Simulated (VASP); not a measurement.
# SrO (P6_3mc) in VASP: notebook

The runs below take SrO through single point, with PBEsol.

All numbers are computed with VASP 6.6.1; they aren't measurements. Logs are shortened: lines on timing, memory, paths and dates and some standing lists are left out, and cuts for length are marked.

## (1) The cell of the first run

It takes space group P6_3mc (No. 186, hexagonal). The conventional cell has a = 4.618 Å, b = 4.618 Å, c = 4.743 Å, α = 90.00°, β = 90.00°, γ = 120.00°. Within 3.1 Å of Sr (site symmetry 3m) lie 5 O at 2.37 to 2.67 Å. O (site symmetry 3m) has 5 Sr at 2.37 to 2.67 Å within 3.1 Å.

## (2) Single point, PBEsol (strain +0.080 along x and y, -0.080 along z)

File INCAR:

```
PREC = Accurate ; ENCUT = 520
EDIFF = 1E-6 ; ISMEAR = 0
SIGMA = 0.05 ; LREAL = False
LASPH = True ; NELM = 60
ALGO = Normal ; ISIF = 2
LWAVE = False ; LCHARG = False
GGA = PS ; NBANDS = 24
```

File KPOINTS:

```
Automatic mesh
0
Gamma
  6 6 6
```

File POSCAR:

```
SrO
1.0
    4.6175035668      0.0000000000      0.0000000000
   -2.3087517834      3.9988753909      0.0000000000
    0.0000000000      0.0000000000      4.7431473908
Sr O
2 2
Direct
    0.3333333333      0.6666666667      0.9381277000
    0.6666666667      0.3333333333      0.4381277000
    0.3333333333      0.6666666667      0.4368723000
    0.6666666667      0.3333333333      0.9368723000
```

Potentials or basis: VASP PAW PBE potentials, release 64 (Sr_sv, O).

The run is started by

```bash
> cat potpaw_PBE.64/Sr_sv/POTCAR potpaw_PBE.64/O/POTCAR > POTCAR
> mpirun -np 1 vasp_std > vasp.out
```

OUTCAR:

```text
PREC = Accurate
   ENCUT = 520
   EDIFF = 1E-6
   ISMEAR = 0
   LREAL = False
   LASPH = True
   NELM = 60
   ISIF = 2
   GGA = PS

 ion  position               nearest neighbor table
   1  0.333  0.667  0.938-   3 2.37   3 2.38   4 2.67   4 2.67   4 2.67   2 3.57   2 3.57   2 3.57
                             2 3.57   2 3.57   2 3.57
   2  0.667  0.333  0.438-   4 2.37   4 2.38   3 2.67   3 2.67   3 2.67   1 3.57   1 3.57   1 3.57
                             1 3.57   1 3.57   1 3.57
   3  0.333  0.667  0.437-   1 2.37   1 2.38   2 2.67   2 2.67   2 2.67
   4  0.667  0.333  0.937-   2 2.37   2 2.38   1 2.67   1 2.67   1 2.67

  LATTYP: Found a hexagonal cell.
 ALAT       =     4.6175035668
 C/A-ratio  =     1.0272103361

  Lattice vectors:

 A1 = (   4.6175035668,   0.0000000000,   0.0000000000)
 A2 = (  -2.3087517834,   3.9988753909,   0.0000000000)
 A3 = (   0.0000000000,   0.0000000000,   4.7431473908)

Analysis of symmetry for initial positions (statically):
=====================================================================
 Subroutine PRICEL returns:
 Original cell was already a primitive cell.

 Routine SETGRP: Setting up the symmetry group for a
 hexagonal supercell.

 Subroutine GETGRP returns: Found 12 space group operations
 (whereof  6 operations were pure point group operations)
 out of a pool of 24 trial point group operations.

The static configuration has the point symmetry C_3v.
 The point group associated with its full space group is C_6v.

Analysis of symmetry for dynamics (positions and initial velocities):
=====================================================================
 Subroutine PRICEL returns:
 Original cell was already a primitive cell.

 Routine SETGRP: Setting up the symmetry group for a
 hexagonal supercell.

 Subroutine GETGRP returns: Found 12 space group operations
 (whereof  6 operations were pure point group operations)
 out of a pool of 24 trial point group operations.

The dynamic configuration has the point symmetry C_3v.
 The point group associated with its full space group is C_6v.

 Subroutine INISYM returns: Found 12 space group operations
 (whereof  6 operations are pure point group operations),
 and found     1 'primitive' translations

----------------------------------------------------------------------------------------

                                     Primitive cell

  volume of cell :      87.5814

  direct lattice vectors                    reciprocal lattice vectors
     4.617503567  0.000000000  0.000000000     0.216567239  0.125035154  0.000000000
    -2.308751783  3.998875391  0.000000000     0.000000000  0.250070308  0.000000000
     0.000000000  0.000000000  4.743147391     0.000000000  0.000000000  0.210830471

  length of vectors
     4.617503567  4.617503567  4.743147391     0.250070308  0.250070308  0.210830471

  position of ions in fractional coordinates (direct lattice)
     0.333333333  0.666666667  0.938127700
     0.666666667  0.333333333  0.438127700
     0.333333333  0.666666667  0.436872300
     0.666666667  0.333333333  0.936872300

  ion indices of the primitive-cell ions
   primitive index   ion index
                 1           1
                 2           2
                 3           3
                 4           4

----------------------------------------------------------------------------------------

 KPOINTS: Automatic mesh

Automatic generation of k-mesh.
 Grid dimensions read from file:
 generate k-points for:    6    6    6

 Generating k-lattice:

  Cartesian coordinates                     Fractional coordinates (reciprocal lattice)
     0.036094540  0.020839192  0.000000000     0.166666667  0.000000000  0.000000000
     0.000000000  0.041678385  0.000000000     0.000000000  0.166666667  0.000000000
     0.000000000  0.000000000  0.035138412     0.000000000  0.000000000  0.166666667

  Length of vectors
     0.041678385  0.041678385  0.035138412

  Shift w.r.t. Gamma in fractional coordinates (k-lattice)
     0.000000000  0.000000000  0.000000000

 Subroutine IBZKPT returns following result:
 ===========================================

 Found     28 irreducible k-points:

 Following reciprocal coordinates:
            Coordinates               Weight
  0.000000  0.000000  0.000000      1.000000
  0.166667 -0.000000  0.000000      6.000000
  0.333333 -0.000000  0.000000      6.000000
  0.500000 -0.000000  0.000000      3.000000
  0.166667  0.166667  0.000000      6.000000
  0.333333  0.166667  0.000000     12.000000
[... 16 lines left out ...]
  0.166667 -0.000000  0.500000      6.000000
  0.333333 -0.000000  0.500000      6.000000
 [... further k-points ...]
   k-points           NKPTS =     28   k-points in BZ     NKDIM =     28   number of bands    NBANDS=     24
   number of dos      NEDOS =    301   number of ions     NIONS =      4
   total plane-waves  NPLWV =  46656
   dimension x,y,z NGX =    36 NGY =   36 NGZ =   36
   dimension x,y,z NGXF=    72 NGYF=   72 NGZF=   72
   ions per type =               2   2
   NGX,Y,Z   is equivalent  to a cutoff of  12.96, 12.96, 12.62 a.u.
   NGXF,Y,Z  is equivalent  to a cutoff of  25.92, 25.92, 25.24 a.u.
 SYSTEM =  unknown system
   PREC   = accura    normal or accurate (medium, high low for compatibility)
   ISTART =      0    job   : 0-new  1-cont  2-samecut
   ICHARG =      2    charge: 1-file 2-atom 10-const
   ISPIN  =      1    spin polarized calculation?
   LNONCOLLINEAR =      F non collinear calculations
   LSORBIT =      F    spin-orbit coupling
   LASPH  =      T    aspherical Exc in radial PAW
   ENCUT  =  520.0 eV  38.22 Ry    6.18 a.u.   8.59  8.59  8.82*2*pi/ulx,y,z
   NELM   =     60;   NELMIN=  2; NELMDL= -5     # of ELM steps
   EDIFF  = 0.1E-05   stopping-criterion for ELM
   LREAL  =      F    real-space projection
   EDIFFG = 0.1E-04   stopping-criterion for IOM
   NSW    =      0    number of steps for IOM
   IBRION =     -1    ionic relax: 0-MD 1-quasi-New 2-CG
   NFREE  =      0    steps in history (QN), initial steepest desc. (CG)
   ISIF   =      2    stress and relaxation
   ISYM   =      2    0-nonsym 1-usesym 2-fastsym
   POTIM  = 0.5000    time-step for ionic-motion
   TEBEG  =    0.0;   TEEND  =   0.0 temperature during run
   PSTRESS=    0.0 pullay stress
   NELECT =      32.0000    total number of electrons
   NUPDOWN=      -1.0000    fix difference up-down
   EMIN   =  10.00;   EMAX   =-10.00  energy-range for DOS
   EFERMI =   0.00;   METHOD = LEGACY
   ISMEAR =     0;   SIGMA  =   0.05  broadening in eV -4-tet -1-fermi 0-gaus
   EFERMI_NEDOS =   21; number of points for ismear=-14 and -15
   IALGO  =     38    algorithm
   IMIX   =      4    mixing-type and parameters
     AMIX     =   0.40;   BMIX     =  1.00
     AMIX_MAG =   1.60;   BMIX_MAG =  1.00
  volume/ion in A,a.u.               =      21.90       147.76
  Fermi-wavevector in a.u.,A,eV,Ry     =   1.170364  2.211667 18.636602  1.369752
  Thomas-Fermi vector in A             =   2.306823
   LORBIT       =      0    0 simple, 1 ext, 2 COOP (PROOUT), +10 PAW based schemes
   GGA     = PS    functional components
   LHFCALC =     F    Hartree Fock is set to
   AEXX    =    0.0000 exact exchange contribution
   IVDW    =     0    specifies the selected vdW correction
   LEPSILON=     F    determine dielectric tensor
   LRPA    =     F    only Hartree local field effects (RPA)
 non-spin polarized calculation
 Gauss-broadening in eV      SIGMA  =   0.05
  energy-cutoff  :      520.00
  volume of cell :       87.58
 maximum number of plane-waves:      2379
 NGX is ok and might be reduce to    36
   NGX = 17   NGY = 17   NGZ = 17

 number of electron      32.0000001 magnetization

 Free energy of the ion-electron system (eV)
  ---------------------------------------------------
  ext. energy  EPLUGINS =         0.00000000
  ---------------------------------------------------
  free energy    TOTEN  =       -24.45434152 eV

  energy without entropy =      -24.45434152  energy(sigma->0) =      -24.45434152

 E-fermi :   1.0599     XC(G=0):  -8.7830

 val. band max:        0.8196726585   @ k =   0.0000   0.0000   0.0000
 cond. band min:       2.4275622249   @ k =   0.0000   0.0000   0.0000
 fundamental gap:      1.6078895664
 Fermi energy:         1.0598930720

 k-point     1 :       0.0000    0.0000    0.0000
  band No.  band energies     occupation
      1     -32.0824      2.00000
      2     -31.9148      2.00000
      3     -14.5801      2.00000
      4     -14.5607      2.00000
      5     -14.5230      2.00000
      6     -14.3558      2.00000
[... 16 lines left out ...]
     23       8.9026      0.00000
     24       8.9026      0.00000

 k-point     2 :       0.1667   -0.0000    0.0000
  band No.  band energies     occupation
      1     -32.0712      2.00000
      2     -31.9234      2.00000
      3     -14.9004      2.00000
      4     -14.7986      2.00000
      5     -14.4974      2.00000
      6     -14.3830      2.00000
[... 16 lines left out ...]
     23       8.1594      0.00000
     24       9.2954      0.00000

 k-point     3 :       0.3333   -0.0000    0.0000
  band No.  band energies     occupation
      1     -32.0430      2.00000
      2     -31.9463      2.00000
      3     -15.1934      2.00000
      4     -15.0860      2.00000
      5     -14.4319      2.00000
      6     -14.3890      2.00000
[... 16 lines left out ...]
     23       8.5808      0.00000
     24       9.2289      0.00000

 k-point     4 :       0.5000   -0.0000    0.0000
  band No.  band energies     occupation
      1     -32.0212      2.00000
      2     -31.9655      2.00000
      3     -15.2988      2.00000
      4     -15.1962      2.00000
      5     -14.4544      2.00000
      6     -14.3015      2.00000
[... 16 lines left out ...]
     23       8.5464      0.00000
     24       8.7141      0.00000

 k-point     5 :       0.1667    0.1667    0.0000
  band No.  band energies     occupation
      1     -32.0512      2.00000
      2     -31.9394      2.00000
      3     -15.1236      2.00000
      4     -15.0300      2.00000
      5     -14.4322      2.00000
      6     -14.4209      2.00000
[... 16 lines left out ...]
     23       8.6446      0.00000
     24       9.1608      0.00000

 k-point     6 :       0.3333    0.1667    0.0000
  band No.  band energies     occupation
      1     -32.0213      2.00000
      2     -31.9654      2.00000
      3     -15.2760      2.00000
      4     -15.2048      2.00000
      5     -14.4894      2.00000
      6     -14.3018      2.00000
[... 16 lines left out ...]
     23       8.3555      0.00000
     24       9.1153      0.00000
[... 379 lines left out ...]
 k-point    21 :       0.3333    0.3333    0.3333
  band No.  band energies     occupation
      1     -31.9883      2.00000
      2     -31.9883      2.00000
      3     -16.0265      2.00000
      4     -16.0265      2.00000
      5     -14.3881      2.00000
      6     -14.0884      2.00000
[... 16 lines left out ...]
     23       8.4059      0.00000
     24       9.2374      0.00000

 k-point    22 :       0.0000    0.0000    0.5000
  band No.  band energies     occupation
      1     -31.9939      2.00000
      2     -31.9939      2.00000
      3     -15.8711      2.00000
      4     -15.8711      2.00000
      5     -14.1626      2.00000
      6     -14.1626      2.00000
[... 16 lines left out ...]
     23       9.4775      0.00000
     24       9.4775      0.00000

 k-point    23 :       0.1667   -0.0000    0.5000
  band No.  band energies     occupation
      1     -31.9923      2.00000
      2     -31.9923      2.00000
      3     -15.9514      2.00000
      4     -15.9514      2.00000
      5     -14.1708      2.00000
      6     -14.1708      2.00000
[... 16 lines left out ...]
     23       9.0770      0.00000
     24       9.0770      0.00000

 k-point    24 :       0.3333   -0.0000    0.5000
  band No.  band energies     occupation
      1     -31.9892      2.00000
      2     -31.9892      2.00000
      3     -16.0938      2.00000
      4     -16.0938      2.00000
      5     -14.1871      2.00000
      6     -14.1871      2.00000
[... 16 lines left out ...]
     23       8.7005      0.00000
     24       8.7007      0.00000

 [... further k-points ...]

------------------------ aborting loop because EDIFF is reached ----------------------------------------

  FORCE on cell =-STRESS in cart. coord.  units (eV):
  Direction    XX          YY          ZZ          XY          YZ          ZX
  --------------------------------------------------------------------------------------
  -------------------------------------------------------------------------------------
  Total       -3.6230856     -3.6230856      5.4206819      0.0000000      0.0000000      0.0000000
  in kB      -66.2792287    -66.2792287     99.1637121      0.0000000      0.0000000      0.0000000
  external PRESSURE =     -11.1315818 kB  Pullay stress =       0.0000000 kB

 VOLUME and BASIS-vectors are now :
 -----------------------------------------------------------------------------
  energy-cutoff  :      520.00
  volume of cell :       87.58
      direct lattice vectors                 reciprocal lattice vectors
     4.617503567  0.000000000  0.000000000     0.216567239  0.125035154  0.000000000
    -2.308751783  3.998875391  0.000000000     0.000000000  0.250070308  0.000000000
     0.000000000  0.000000000  4.743147391     0.000000000  0.000000000  0.210830471

 POSITION                                       TOTAL-FORCE (eV/Angst)
 -----------------------------------------------------------------------------------
     -0.00000      2.66592      4.44968        -0.000000      0.000000     -0.047870
      2.30875      1.33296      2.07810        -0.000000     -0.000000     -0.047870
     -0.00000      2.66592      2.07215        -0.000000     -0.000000      0.047870
      2.30875      1.33296      4.44372         0.000000      0.000000      0.047870
 -----------------------------------------------------------------------------------
    total drift:                               -0.000000      0.000000      0.000118

  FREE ENERGIE OF THE ION-ELECTRON SYSTEM (eV)
  ---------------------------------------------------
  free  energy   TOTEN  =       -24.4543415171 eV

  energy  without entropy=      -24.4543415171  energy(sigma->0) =      -24.45434152
```

It took 2.2 min on 1 thread of Intel Xeon 8259CL, shared host; peak memory 0.23 GiB.

Results:

* Free energy: -24.4543 eV
* Pressure: -1.1 GPa
* Largest force: 0.048 eV/Å
* Band gap on the k mesh: 1.61 eV

Forces in eV/Å, atoms in the order of the input:
```
Sr   0.000  0.000 -0.048
Sr   0.000  0.000 -0.048
O    0.000  0.000  0.048
O    0.000  0.000  0.048
```

Levels at points of the mesh, in eV from the valence-band top:
```
           k point  band 14  band 15  band 16  band 17  band 18  band 19
(0.00, 0.00, 0.00)    -1.26    -0.19     0.00     1.61     5.27     5.27
(0.50, 0.00, 0.00)    -0.83    -0.18    -0.16     3.29     4.46     4.49
(0.00, 0.00, 0.50)    -1.58    -1.58    -1.58     3.32     3.32     7.01
(0.50, 0.00, 0.50)    -1.49    -1.21    -1.21     4.33     4.33     7.12
```

Caveat: the cell differs from its parent crystal (strain +0.080 along x and y, -0.080 along z); the PAW data sets were made with another functional, which shifts forces and pressure a little. A k mesh can miss the band edges.

[end of part 1 of 2]
